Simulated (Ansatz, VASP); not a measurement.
## InSb in VASP and in Ansatz

INCAR

```
ALGO = Normal
EDIFF = 1E-8
ENCUT = 520
GGA = PE
ISIF = 2
ISMEAR = -1
LASPH = True
LCHARG = False
LEFG = True
LREAL = False
LWAVE = False
NBANDS = 16
NELM = 60
PREC = Accurate
SIGMA = 0.03
```

Contents of KPOINTS:

```
k-points
0
Gamma
  10 10 10
```

File POSCAR:

```
InSb
1.0
    0.0000000000      3.3362730000      3.2391000000
    3.3362730000      0.0000000000      3.2391000000
    3.3362730000      3.3362730000      0.0000000000
In Sb
1 1
Direct
    0.0000000000      0.0000000000      0.0000000000
    0.7500000000      0.7500000000      0.7500000000
```

Input for Ansatz:

```yaml
crystal:
  lattice:
    - [0.0, 3.336273, 3.2391]
    - [3.336273, 0.0, 3.2391]
    - [3.336273, 3.336273, 0.0]
  atoms:
    - { symbol: In, position: [0.0, 0.0, 0.0] }
    - { symbol: Sb, position: [0.75, 0.75, 0.75] }
kpoints:
  mp_grid: { grid: [10, 10, 10] }
scf:
  occupations: { method: fermi_dirac, width: 0.03 }
hamiltonian:
  xc: pbe
  pseudopotentials: { kind: paw }
output:
  forces: true
  stress: true
  eigenvalues: true
  efg: { contact_densities: true }
  write_density: true
  write_potential: true
  elf: true
  volumetric_format: npy
```

Change from the starting cell: equal xx and yy strain of +3 %, PAW files.

Alike in both runs: task electric field gradients; functional PBE; k mesh 10 × 10 × 10; occupations fermi-dirac, width 0.03 eV; no spin polarisation.

```csv
,VASP,Ansatz
version,VASP 6.6.1,Ansatz 0.2.0
potentials or method,"VASP PAW PBE potentials, release 64 (In_d, Sb)","PAW with Ansatz's default frozen-core files, scalar-relativistic"
plane-wave cutoff (eV),520,420
valence electrons in the cell,18,28
```

|  | VASP | Ansatz | Ansatz less VASP |
| --- | --- | --- | --- |
| pressure (GPa) | 0.5 | 0.5 | +0.02 |
| traceless stress, the component that is largest in VASP (GPa) | 0.49 | 0.49 | -0.001 |
| size of Vzz on the site where it differs most (V/Å²) | 8.4 | 9.1 | +0.74 |

With one functional, cell and mesh, what is left measures potentials, basis and numerics. VASP's potentials hold 18 valence electrons a cell and Ansatz's 28, so a difference there can come from the potentials and not from the codes.

Neither program's run includes spin-orbit coupling.
